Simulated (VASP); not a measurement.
# Ca (Cmce) in VASP: a series of runs

Runs on Ca. Level: PBEsol. Tasks: single point.

Program: VASP 6.6.1. These are calculated values, not measurements. Logs are shortened: lines on timing, memory, paths and dates and some standing lists are left out, and cuts for length are marked.

## 1. The cell of the first run

The structure is orthorhombic, space group Cmce (No. 64). Conventional cell: a = 6.926 Å, b = 7.339 Å, c = 7.009 Å, α = 90.00°, β = 90.00°, γ = 90.00°. Ca (site symmetry m) has 14 Ca at 3.54 to 5.05 Å within 5.1 Å.

## 2. Single point, PBEsol

Input file INCAR:

```
SYSTEM = Ca
  ALGO = Normal
  EDIFF = 1E-6
  ENCUT = 520
  GGA = PS
  ISIF = 2
  ISMEAR = -1
  LASPH = .True.
  LCHARG = .False.
  LREAL = .False.
  LWAVE = .False.
  NBANDS = 28
  NELM = 80
  PREC = Accurate
  SIGMA = 0.3
```

Input file KPOINTS:

```
k-points
0
Gamma
  5 5 4
  0 0 0
```

Input file POSCAR:

```
Ca
1.0
    3.4629657000     -3.6694915100      0.0000000000
    3.4629657000      3.6694915100      0.0000000000
    0.0000000000      0.0000000000      7.0091196500
Ca
4
Direct
    0.1617894600      0.8382105400      0.1965141100
    0.8382105400      0.1617894600      0.8034858900
    0.3382105400      0.6617894600      0.6965141100
    0.6617894600      0.3382105400      0.3034858900
```

Potentials or basis: VASP PAW PBE potentials, release 64 (Ca_sv).

Run with:

```
$ cat potpaw_PBE.64/Ca_sv/POTCAR > POTCAR
$ mpirun -np 1 vasp_std > vasp.out
```

OUTCAR:

```text
SYSTEM = Ca
   EDIFF = 1E-6
   ENCUT = 520
   GGA = PS
   ISIF = 2
   ISMEAR = -1
   LASPH = .True.
   LREAL = .False.
   NELM = 80
   PREC = Accurate

 ion  position               nearest neighbor table
   1  0.162  0.838  0.197-
   2  0.838  0.162  0.803-
   3  0.338  0.662  0.697-
   4  0.662  0.338  0.303-

  LATTYP: Found a base centered orthorhombic cell.
 ALAT       =     6.9259314000
 B/A-ratio  =     1.0596384221
 C/A-ratio  =     1.0120111282

  Lattice vectors:

 A1 = (   3.4629657000,  -3.6694915100,   0.0000000000)
 A2 = (   3.4629657000,   3.6694915100,   0.0000000000)
 A3 = (   0.0000000000,   0.0000000000,   7.0091196500)

Analysis of symmetry for initial positions (statically):
=====================================================================
 Subroutine PRICEL returns:
 Original cell was already a primitive cell.

 Routine SETGRP: Setting up the symmetry group for a
 base centered orthorhombic supercell.

 Subroutine GETGRP returns: Found  8 space group operations
 (whereof  4 operations were pure point group operations)
 out of a pool of  8 trial point group operations.

The static configuration has the point symmetry C_2h.
 The point group associated with its full space group is D_2h.

Analysis of symmetry for dynamics (positions and initial velocities):
=====================================================================
 Subroutine PRICEL returns:
 Original cell was already a primitive cell.

 Routine SETGRP: Setting up the symmetry group for a
 base centered orthorhombic supercell.

 Subroutine GETGRP returns: Found  8 space group operations
 (whereof  4 operations were pure point group operations)
 out of a pool of  8 trial point group operations.

The dynamic configuration has the point symmetry C_2h.
 The point group associated with its full space group is D_2h.

 Subroutine INISYM returns: Found  8 space group operations
 (whereof  4 operations are pure point group operations),
 and found     1 'primitive' translations

----------------------------------------------------------------------------------------

                                     Primitive cell

  volume of cell :     178.1343

  direct lattice vectors                    reciprocal lattice vectors
     3.462965700 -3.669491510  0.000000000     0.144384913 -0.136258661  0.000000000
     3.462965700  3.669491510  0.000000000     0.144384913  0.136258661  0.000000000
     0.000000000  0.000000000  7.009119650     0.000000000  0.000000000  0.142671270

  length of vectors
     5.045522706  5.045522706  7.009119650     0.198528148  0.198528148  0.142671270

  position of ions in fractional coordinates (direct lattice)
     0.161789460  0.838210540  0.196514110
     0.838210540  0.161789460  0.803485890
     0.338210540  0.661789460  0.696514110
     0.661789460  0.338210540  0.303485890

  ion indices of the primitive-cell ions
   primitive index   ion index
                 1           1
                 2           2
                 3           3
                 4           4

----------------------------------------------------------------------------------------

 KPOINTS: k-points

Automatic generation of k-mesh.
 Grid dimensions read from file:
 generate k-points for:    5    5    4

 Generating k-lattice:

  Cartesian coordinates                     Fractional coordinates (reciprocal lattice)
     0.028876983 -0.027251732  0.000000000     0.200000000  0.000000000  0.000000000
     0.028876983  0.027251732  0.000000000     0.000000000  0.200000000  0.000000000
     0.000000000  0.000000000  0.035667817     0.000000000  0.000000000  0.250000000

  Length of vectors
     0.039705630  0.039705630  0.035667817

  Shift w.r.t. Gamma in fractional coordinates (k-lattice)
     0.000000000  0.000000000  0.000000000

 Subroutine IBZKPT returns following result:
 ===========================================

 Found     27 irreducible k-points:

 Following reciprocal coordinates:
            Coordinates               Weight
  0.000000  0.000000  0.000000      1.000000
  0.200000  0.000000  0.000000      4.000000
  0.400000  0.000000  0.000000      4.000000
  0.200000  0.200000  0.000000      2.000000
  0.400000  0.200000  0.000000      4.000000
 -0.400000  0.200000  0.000000      4.000000
[... 16 lines left out ...]
  0.400000  0.200000  0.500000      4.000000
 -0.400000  0.200000  0.500000      4.000000
 [... further k-points ...]
   k-points           NKPTS =     27   k-points in BZ     NKDIM =     27   number of bands    NBANDS=     28
   number of dos      NEDOS =    301   number of ions     NIONS =      4
   total plane-waves  NPLWV =  86400
   dimension x,y,z NGX =    40 NGY =   40 NGZ =   54
   dimension x,y,z NGXF=    80 NGYF=   80 NGZF=  108
   ions per type =               4
   NGX,Y,Z   is equivalent  to a cutoff of  13.18, 13.18, 12.81 a.u.
   NGXF,Y,Z  is equivalent  to a cutoff of  26.36, 26.36, 25.62 a.u.
 SYSTEM =  Ca
   PREC   = accura    normal or accurate (medium, high low for compatibility)
   ISTART =      0    job   : 0-new  1-cont  2-samecut
   ICHARG =      2    charge: 1-file 2-atom 10-const
   ISPIN  =      1    spin polarized calculation?
   LNONCOLLINEAR =      F non collinear calculations
   LSORBIT =      F    spin-orbit coupling
   LASPH  =      T    aspherical Exc in radial PAW
   ENCUT  =  520.0 eV  38.22 Ry    6.18 a.u.   9.38  9.38 13.03*2*pi/ulx,y,z
   NELM   =     80;   NELMIN=  2; NELMDL= -5     # of ELM steps
   EDIFF  = 0.1E-05   stopping-criterion for ELM
   LREAL  =      F    real-space projection
   EDIFFG = 0.1E-04   stopping-criterion for IOM
   NSW    =      0    number of steps for IOM
   IBRION =     -1    ionic relax: 0-MD 1-quasi-New 2-CG
   NFREE  =      0    steps in history (QN), initial steepest desc. (CG)
   ISIF   =      2    stress and relaxation
   ISYM   =      2    0-nonsym 1-usesym 2-fastsym
   POTIM  = 0.5000    time-step for ionic-motion
   TEBEG  =    0.0;   TEEND  =   0.0 temperature during run
   PSTRESS=    0.0 pullay stress
   NELECT =      40.0000    total number of electrons
   NUPDOWN=      -1.0000    fix difference up-down
   EMIN   =  10.00;   EMAX   =-10.00  energy-range for DOS
   EFERMI =   0.00;   METHOD = LEGACY
   ISMEAR =    -1;   SIGMA  =   0.30  broadening in eV -4-tet -1-fermi 0-gaus
   EFERMI_NEDOS =   21; number of points for ismear=-14 and -15
   IALGO  =     38    algorithm
   IMIX   =      4    mixing-type and parameters
     AMIX     =   0.40;   BMIX     =  1.00
     AMIX_MAG =   1.60;   BMIX_MAG =  1.00
  volume/ion in A,a.u.               =      44.53       300.53
  Fermi-wavevector in a.u.,A,eV,Ry     =   0.995052  1.880375 13.471508  0.990128
  Thomas-Fermi vector in A             =   2.127045
   LORBIT       =      0    0 simple, 1 ext, 2 COOP (PROOUT), +10 PAW based schemes
   GGA     = PS    functional components
   LHFCALC =     F    Hartree Fock is set to
   AEXX    =    0.0000 exact exchange contribution
   IVDW    =     0    specifies the selected vdW correction
   LEPSILON=     F    determine dielectric tensor
   LRPA    =     F    only Hartree local field effects (RPA)
 non-spin polarized calculation
  energy-cutoff  :      520.00
  volume of cell :      178.13
 maximum number of plane-waves:      4838
 NGX is ok and might be reduce to    40
   NGX = 19   NGY = 19   NGZ = 27

 number of electron      39.9999993 magnetization

 Free energy of the ion-electron system (eV)
  ---------------------------------------------------
  ext. energy  EPLUGINS =         0.00000000
  ---------------------------------------------------
  free energy    TOTEN  =        -8.18978215 eV

  energy without entropy =       -6.68836687  energy(sigma->0) =       -7.43907451

 E-fermi :   1.5807     XC(G=0):  -7.6115

 val. band max:        1.5803311262   @ k =   0.4000   0.2000   0.0000
 cond. band min:       1.5918607480   @ k =  -0.4000   0.4000   0.2500
 fundamental gap:      0.0115296218
 Fermi energy:         1.5806707223

 k-point     1 :       0.0000    0.0000    0.0000
  band No.  band energies     occupation
      1     -40.2853      2.00000
      2     -40.2704      2.00000
      3     -40.2544      2.00000
      4     -40.2524      2.00000
      5     -21.4428      2.00000
      6     -21.4334      2.00000
[... 20 lines left out ...]
     27       3.4936      0.00340
     28       3.6823      0.00181

 k-point     2 :       0.2000    0.0000    0.0000
  band No.  band energies     occupation
      1     -40.2825      2.00000
      2     -40.2684      2.00000
      3     -40.2581      2.00000
      4     -40.2533      2.00000
      5     -21.4354      2.00000
      6     -21.4281      2.00000
[... 20 lines left out ...]
     27       3.5903      0.00246
     28       3.6199      0.00223

 k-point     3 :       0.4000    0.0000    0.0000
  band No.  band energies     occupation
      1     -40.2752      2.00000
      2     -40.2660      2.00000
      3     -40.2634      2.00000
      4     -40.2575      2.00000
      5     -21.4239      2.00000
      6     -21.4010      2.00000
[... 20 lines left out ...]
     27       3.6613      0.00194
     28       3.6745      0.00186

 k-point     4 :       0.2000    0.2000    0.0000
  band No.  band energies     occupation
      1     -40.2794      2.00000
      2     -40.2649      2.00000
      3     -40.2601      2.00000
      4     -40.2578      2.00000
      5     -21.4323      2.00000
      6     -21.3882      2.00000
[... 20 lines left out ...]
     27       3.4191      0.00435
     28       3.5120      0.00319

 k-point     5 :       0.4000    0.2000    0.0000
  band No.  band energies     occupation
      1     -40.2730      2.00000
      2     -40.2673      2.00000
      3     -40.2622      2.00000
      4     -40.2595      2.00000
      5     -21.4256      2.00000
      6     -21.4055      2.00000
[... 20 lines left out ...]
     27       3.5521      0.00280
     28       3.6143      0.00227

 k-point     6 :      -0.4000    0.2000    0.0000
  band No.  band energies     occupation
      1     -40.2753      2.00000
      2     -40.2664      2.00000
      3     -40.2658      2.00000
      4     -40.2544      2.00000
      5     -21.4427      2.00000
      6     -21.4263      2.00000
[... 463 lines left out ...]
      5     -21.3943      2.00000
      6     -21.3943      2.00000
[... 20 lines left out ...]
     27       3.5812      0.00254
     28       3.5812      0.00254

 k-point    22 :       0.2000    0.2000    0.5000
  band No.  band energies     occupation
      1     -40.2728      2.00000
      2     -40.2728      2.00000
      3     -40.2583      2.00000
      4     -40.2583      2.00000
      5     -21.4089      2.00000
      6     -21.4089      2.00000
[... 20 lines left out ...]
     27       3.5558      0.00276
     28       3.5558      0.00276

 k-point    23 :       0.4000    0.2000    0.5000
  band No.  band energies     occupation
      1     -40.2685      2.00000
      2     -40.2685      2.00000
      3     -40.2625      2.00000
      4     -40.2625      2.00000
      5     -21.4111      2.00000
      6     -21.4111      2.00000
[... 20 lines left out ...]
     27       3.5225      0.00308
     28       3.5225      0.00308

 k-point    24 :      -0.4000    0.2000    0.5000
  band No.  band energies     occupation
      1     -40.2716      2.00000
      2     -40.2716      2.00000
      3     -40.2594      2.00000
      4     -40.2594      2.00000
      5     -21.4331      2.00000
      6     -21.4331      2.00000
[... 20 lines left out ...]
     27       3.6445      0.00206
     28       3.6445      0.00206

 [... further k-points ...]

------------------------ aborting loop because EDIFF is reached ----------------------------------------

  FORCE on cell =-STRESS in cart. coord.  units (eV):
  Direction    XX          YY          ZZ          XY          YZ          ZX
  --------------------------------------------------------------------------------------
  -------------------------------------------------------------------------------------
  Total       -0.1615951     -0.8673039     -0.5431942      0.0000000     -0.0000000      0.0000000
  in kB       -1.4534207     -7.8007132     -4.8856029      0.0000000     -0.0000000      0.0000000
  external PRESSURE =      -4.7132456 kB  Pullay stress =       0.0000000 kB

 VOLUME and BASIS-vectors are now :
 -----------------------------------------------------------------------------
  energy-cutoff  :      520.00
  volume of cell :      178.13
      direct lattice vectors                 reciprocal lattice vectors
     3.462965700 -3.669491510  0.000000000     0.144384913 -0.136258661  0.000000000
     3.462965700  3.669491510  0.000000000     0.144384913  0.136258661  0.000000000
     0.000000000  0.000000000  7.009119650     0.000000000  0.000000000  0.142671270

 POSITION                                       TOTAL-FORCE (eV/Angst)
 -----------------------------------------------------------------------------------
      3.46297      2.48212      1.37739         0.000000      0.001415     -0.063857
      3.46297     -2.48212      5.63173         0.000000     -0.001415      0.063857
      3.46297      1.18737      4.88195         0.000000     -0.001415     -0.063857
      3.46297     -1.18737      2.12717         0.000000      0.001415      0.063857
 -----------------------------------------------------------------------------------
    total drift:                               -0.000000     -0.000000     -0.000000

  FREE ENERGIE OF THE ION-ELECTRON SYSTEM (eV)
  ---------------------------------------------------
  free  energy   TOTEN  =        -8.1897821523 eV

  energy  without entropy=       -6.6883668745  energy(sigma->0) =       -7.43907451
```

Run time: 88 s. Hardware: 1 thread of Intel Xeon Platinum 8488C (Sapphire Rapids), shared host; peak memory 0.32 GiB.

What came out:

```yaml
Free_energy: -8.1898 eV
Pressure: -0.5 GPa
Largest_force: 0.064 eV/Å
Band_gap_on_the_k_mesh: zero (bands 20 and 21 overlap by 0.54 eV)
```

Forces on the atoms (eV/Å):
```
Ca   0.000  0.001 -0.064
Ca   0.000 -0.001  0.064
Ca   0.000 -0.001 -0.064
Ca   0.000  0.001  0.064
```

Stress tensor (GPa, compression positive):
```
-0.15  0.00  0.00
 0.00 -0.78  0.00
 0.00  0.00 -0.49
```

Caveat: so wide a smearing shifts energies and pressures; the PAW data sets were made with another functional, which shifts forces and pressure a little.

## 3. Single point, PBEsol

Input file INCAR:

```
SYSTEM = Ca
ALGO = Normal
EDIFF = 1E-7
ENCUT = 520
GGA = PS
ISIF = 2
ISMEAR = -1
LASPH = .TRUE.
LCHARG = .FALSE.
LREAL = .FALSE.
LWAVE = .FALSE.
NBANDS = 28
NELM = 100
PREC = Accurate
SIGMA = 0.2
```

Input file KPOINTS:

```
k-points
0
G
  5 5 4
  0 0 0
```

POSCAR is that of step 2.

Potentials or basis: VASP PAW PBE potentials, release 64 (Ca_sv).

Run with:

```
$ cat potpaw_PBE.64/Ca_sv/POTCAR > POTCAR
$ mpirun -np 1 vasp_std > vasp.out
```

Wall time 83 s (1 thread of Intel Xeon Platinum 8488C (Sapphire Rapids), shared host); peak memory 0.33 GiB.

Results (log left out):

| Property | Result |
| --- | --- |
| Free energy | -7.7644 eV |
| Pressure | -0.6 GPa |
| Largest force | 0.050 eV/Å |
| Band gap on the k mesh | zero (bands 20 and 21 overlap by 0.54 eV) |

Forces on the atoms (eV/Å):
```
Ca   0.000 -0.006 -0.050
Ca   0.000  0.006  0.050
Ca   0.000  0.006 -0.050
Ca   0.000 -0.006  0.050
```

Stress tensor (GPa, compression positive):
```
-0.34  0.00  0.00
 0.00 -0.87  0.00
 0.00  0.00 -0.58
```

Levels at points of the mesh, in eV from the Fermi level:
```tsv
k point	band 16	band 17	band 18	band 19	band 20	band 21	band 22	band 23	band 24	band 25
(0.00, 0.00, 0.00)	-22.93	-3.83	-1.15	-0.54	-0.05	0.39	0.97	1.01	1.26	1.36
(0.00, 0.00, 0.50)	-22.93	-2.98	-2.98	0.02	0.02	0.70	0.70	1.25	1.25	1.38
```

Caveat: the PAW data sets were made with another functional, which shifts forces and pressure a little.

(Continued in part 2 of 2.)
